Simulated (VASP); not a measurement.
Input of a VASP 6.6.1 run:

INCAR

```
PREC     = Accurate       # precision mode
ENCUT    = 520            # plane-wave cutoff, eV
EDIFF    = 1E-6           # SCF threshold, eV
ISMEAR   = 0              # smearing method
SIGMA    = 0.05           # smearing width, eV
LREAL    = False          # projectors in reciprocal space
LASPH    = True           # aspherical terms in the spheres
NELM     = 100            # most SCF steps
ALGO     = Normal         # electronic algorithm
ISIF     = 2              # what is computed and relaxed
LWAVE    = False          # write WAVECAR
LCHARG   = False          # write CHGCAR
GGA      = CA             # functional
NBANDS   = 26             # bands
```

File KPOINTS:

```
regular mesh
0
Gamma
  8 6 4
```

The input POSCAR:

```
AlN
1.0
   -1.6378403119      2.8368226349      0.0000000000
    0.0000000000      0.0000000000      4.1006264518
    4.9135209358      2.8368226349      0.0000000000
Al N
4 4
Direct
    0.4962873517      0.7500000000      0.0392466896
    1.0000000000      0.7500000000      0.6666666667
    0.0000000000      0.2500000000      0.3333333333
    0.5000000000      0.2500000000      0.8333333333
    0.5000000000      0.2500000000      0.1666666667
    1.0000000000      0.2500000000      0.6666666667
    0.0000000000      0.7500000000      0.3333333333
    0.5000000000      0.7500000000      0.8333333333
```

Potentials or basis: VASP PAW LDA potentials, release 64 (Al, N).

Launch:

```sh
$ cat potpaw_LDA.64/Al/POTCAR potpaw_LDA.64/N/POTCAR > POTCAR
$ mpirun -np 1 vasp_std > vasp.out
```

Question: Predict the band gap on the k mesh.

Answer: 0.81 eV, indirect (least direct gap 0.87 eV).

Question: What does it give for the pressure?

Answer: 51.8 GPa.

Question: What does it give for the largest force?

Answer: 74.094 eV/Å.

Stress tensor (GPa, compression positive):
```
115.47  65.30   0.00
 65.30  36.44   0.00
  0.00   0.00   3.42
```

Caveat: the cell differs from its parent crystal (atom 1 (Al) moved by -0.620 Å along [1 0 0] and -0.372 Å along [1 2 0]); forces of over 1 eV/Å act on the atoms, so gaps and moduli don't describe the material at rest. A k mesh can miss the band edges.
